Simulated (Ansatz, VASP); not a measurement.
## Two plane-wave programs on CaB6

File INCAR:

```
SYSTEM = CaB6
PREC = Accurate ; ENCUT = 600
EDIFF = 1E-7 ; ISMEAR = 0
SIGMA = 0.01 ; LREAL = .False.
LASPH = .True. ; NELM = 100
ALGO = Normal ; ISIF = 3
LWAVE = .False. ; LCHARG = .False.
GGA = PE ; IVDW = 12
IBRION = 2 ; NSW = 70
EDIFFG = -0.005
```

File KPOINTS:

```
Automatic mesh
0
Gamma
  8 8 8
  0 0 0
```

POSCAR

```
CaB6
1.0
    4.1477324288      0.0000000000      0.0000000000
    0.0000000000      4.1477324288      0.0000000000
    0.0000000000      0.0000000000      4.1477324288
Ca B
1 6
Direct
    0.5000000000      0.5000000000      0.5000000000
    0.0000000000      0.0000000000      0.2982058713
    0.0000000000      0.0000000000      0.7017941287
    0.2982058713      0.0000000000      0.0000000000
    0.7017941287      0.0000000000      0.0000000000
    0.0000000000      0.2982058713      0.0000000000
    0.0000000000      0.7017941287      0.0000000000
```

Input for Ansatz:

```yaml
crystal:
  lattice:
    - [4.1477324288, 0.0, 0.0]
    - [0.0, 4.1477324288, 0.0]
    - [0.0, 0.0, 4.1477324288]
  atoms:
    - { symbol: Ca, position: [0.5, 0.5, 0.5] }
    - { symbol: B, position: [0.0, 0.0, 0.2982058713] }
    - { symbol: B, position: [0.0, 0.0, 0.7017941287] }
    - { symbol: B, position: [0.2982058713, 0.0, 0.0] }
    - { symbol: B, position: [0.7017941287, 0.0, 0.0] }
    - { symbol: B, position: [0.0, 0.2982058713, 0.0] }
    - { symbol: B, position: [0.0, 0.7017941287, 0.0] }
basis:
  ecutwfc: 420
kpoints:
  mp_grid: { grid: [8, 8, 8] }
hamiltonian:
  xc: pbe
  dispersion: d3bj
scf:
  occupations: { method: gaussian, width: 0.01 }
output:
  forces: true
  stress: true
  eigenvalues: true
relax:
  adjacent_minimum: "off"
  f_tol: 0.005
  max_steps: 50
  cell: { stress_tol: 0.05 }
```

Alike in both runs: task relaxation of cell and atoms; functional PBE; dispersion D3(BJ); k mesh 8 × 8 × 8; occupations gaussian, width 0.01 eV; no spin polarisation.

|  | VASP | Ansatz |
| --- | --- | --- |
| version | VASP 6.6.1 | Ansatz 0.2.0 |
| potentials or method | VASP PAW PBE potentials, release 64 (Ca_sv, B), cutoff 600 eV | scalar-relativistic, plane waves, PAW |
| valence electrons in the cell | 28 | 28 |

|  | VASP | Ansatz | Ansatz less VASP |
| --- | --- | --- | --- |
| gap on the k mesh at the Fermi level, each at its own relaxed structure (eV) | 0.07 | 0.07 | -0.001 |
| relaxed volume (Å³/atom) | 9.97 | 9.97 | -0.004 |
| relaxed length of the cell vector where the two differ most in proportion (Å) | 4.117 | 4.117 | -0.0006 |
